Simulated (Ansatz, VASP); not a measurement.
# One calculation of Te, two programs

The input INCAR:

```
PREC     = Accurate       # precision mode
ENCUT    = 520            # plane-wave cutoff, eV
EDIFF    = 1E-6           # SCF threshold, eV
ISMEAR   = 0              # smearing method
SIGMA    = 0.15           # smearing width, eV
LREAL    = False          # projectors in reciprocal space
LASPH    = True           # aspherical terms in the spheres
NELM     = 60             # most SCF steps
ALGO     = Normal         # electronic algorithm
ISIF     = 2              # what is computed and relaxed
LWAVE    = False          # write WAVECAR
LCHARG   = False          # write CHGCAR
GGA      = PE             # functional
NBANDS   = 9              # bands
```

The input KPOINTS:

```
regular mesh
0
Gamma
  15 15 15
```

File POSCAR:

```
Te
1.0
    2.3132723805      1.3355684316      1.9055195688
   -2.3132723805      1.3355684316      1.9055195688
    0.0000000000     -2.6711368631      1.9055195689
Te
1
Direct
    0.5000000000      0.5000000000      0.5000000000
```

Input for Ansatz:

```yaml
crystal:
  lattice:
    - [2.3132723805, 1.3355684316, 1.9055195688]
    - [-2.3132723805, 1.3355684316, 1.9055195688]
    - [0.0, -2.6711368631, 1.9055195689]
  atoms:
    - { symbol: Te, position: [0.5, 0.5, 0.5] }
basis:
  ecutwfc: 420
kpoints:
  mp_grid: { grid: [15, 15, 15] }
hamiltonian:
  xc: pbe
scf:
  occupations: { method: gaussian, width: 0.15 }
output:
  forces: true
  stress: true
  eigenvalues: true
```

Alike in both runs: task single point; functional PBE; k mesh 15 × 15 × 15; occupations gaussian, width 0.15 eV; no spin polarisation.

|  | VASP | Ansatz |
| --- | --- | --- |
| version | VASP 6.6.1 | Ansatz 0.2.0 |
| potentials or method | VASP PAW PBE potentials, release 64 (Te), cutoff 520 eV | scalar-relativistic, plane waves, PAW |
| valence electrons in the cell | 6 | 16 |

|  | VASP | Ansatz | Ansatz less VASP |
| --- | --- | --- | --- |
| gap on the k mesh at the Fermi level (eV) | none | none | - |
| pressure (GPa) | -3.2 | -3.2 | +0.04 |
| traceless stress, the component that is largest in VASP (GPa) | -0.07 | -0.07 | 0.000 |

A gap of «none» marks a metal or a gap that the smearing closes. VASP's potentials hold 6 valence electrons a cell and Ansatz's 16, so a difference there can come from the potentials and not from the codes.

Neither program's run includes spin-orbit coupling.
